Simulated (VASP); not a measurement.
Here is a VASP 6.6.1 calculation.

File INCAR:

```
PREC = Accurate
ENCUT = 750
EDIFF = 1E-6
ISMEAR = 0
SIGMA = 0.1
LREAL = False
LASPH = True
NELM = 120
ALGO = Normal
ISIF = 2
LWAVE = False
LCHARG = False
GGA = PE
NBANDS = 8
GGA_COMPAT = False
```

Contents of KPOINTS:

```
regular mesh
0
Gamma
  10 10 10
```

File POSCAR:

```
Li
1.0
    3.1140982600      0.0000000000      0.0000000000
    1.5570491300      2.6968882030      0.0000000000
    1.5570491300      0.8989627343      2.5426505820
Li
1
Direct
    0.0000000000      0.0000000000      0.0000000000
```

Potentials or basis: VASP PAW PBE potentials, release 64 (Li_sv).

Run with:

```console
$ cat potpaw_PBE.64/Li_sv/POTCAR > POTCAR
$ mpirun -np 1 vasp_std > vasp.out
```

(1) Estimate the pressure.

Results:

(1) -0.8 GPa.
